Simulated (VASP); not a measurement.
A run of VASP 6.6.1:

The input POSCAR:

```
MgO
1.0
    3.3868637024      0.0000000000      0.0000000000
   -1.6934318512      2.9331100054      0.0000000000
    0.0000000000      0.0000000000      5.1853974035
Mg O
2 2
Direct
    0.3333333333      0.6666666667     -0.0086890121
    0.6666666667      0.3333333333      0.4913109879
    0.3333333333      0.6666666667      0.3836890121
    0.6666666667      0.3333333333      0.8836890121
```

File INCAR.step1:

```
SYSTEM = MgO
  PREC = Accurate
  ENCUT = 520
  ISMEAR = 0
  SIGMA = 0.01
  LREAL = .FALSE.
  LASPH = .TRUE.
  NELM = 100
  NBANDS = 16
  GGA = PE
  ALGO = Normal
  EDIFF = 1E-4
  LWAVE = .TRUE.
  LCHARG = .FALSE.
```

INCAR.step2

```
SYSTEM = MgO
  PREC = Accurate
  ENCUT = 520
  EDIFF = 1E-6
  ISMEAR = 0
  SIGMA = 0.01
  LREAL = .FALSE.
  LASPH = .TRUE.
  NELM = 100
  ALGO = Normal
  ISIF = 2
  LWAVE = .FALSE.
  LCHARG = .FALSE.
  METAGGA = R2SCAN
  LMIXTAU = .TRUE.
  NBANDS = 16
  ISTART = 1
```

KPOINTS

```
regular mesh
0
G
  12 12 6
  0 0 0
```

Potentials or basis: VASP PAW PBE potentials, release 64 (Mg, O).

Command:

```bash
$ cat potpaw_PBE.64/Mg/POTCAR potpaw_PBE.64/O/POTCAR > POTCAR
$ cp INCAR.step1 INCAR
$ mpirun -np 1 vasp_std > vasp.out
$ cp INCAR.step2 INCAR
$ mpirun -np 1 vasp_std > vasp.out
```

Hardware: 1 thread of Intel(R) Xeon(R) 6975P-C (Granite Rapids), with other jobs on the host.

Q: Estimate the wall time of this run.

A: Wall time 100 s on 1 thread of Intel(R) Xeon(R) 6975P-C (Granite Rapids), with other jobs on the host, peak memory 0.21 GiB. Counts: k points 76.
